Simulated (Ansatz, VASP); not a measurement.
## Two plane-wave programs on SiC

```
Si C
1.0
     3.07553    0.00000    0.00000
    -1.53776    2.66349    0.00000
     0.00000    0.00000    5.04739
Si C
2 2
Direct
  0.33333 0.66667 0.00457
  0.66667 0.33333 0.50457
  0.33333 0.66667 0.38043
  0.66667 0.33333 0.88043
```

Alike in both runs: task single point; functional r2SCAN; k mesh 8 × 8 × 6; occupations gaussian, width 0.05 eV; collinear spin.

|  | VASP | Ansatz |
| --- | --- | --- |
| version | VASP 6.6.1 | Ansatz 0.2.0 |
| potentials or method | VASP PAW PBE potentials, release 64 (Si, C), cutoff 520 eV | scalar-relativistic, plane waves, PAW |
| valence electrons in the cell | 16 | 16 |

|  | VASP | Ansatz | Ansatz less VASP |
| --- | --- | --- | --- |
| pressure (GPa) | -0.2 | 0.0 | +0.18 |
| traceless stress, the component that is largest in VASP (GPa) | 0.07 | 0.06 | -0.015 |
| net moment per atom (μB) | 0.00 | 0.00 | 0.000 |

VASP's potentials were made for PBE, not for r2SCAN. With one functional, cell and mesh, what is left measures potentials, basis and numerics. Ansatz's warnings: no starting moments.
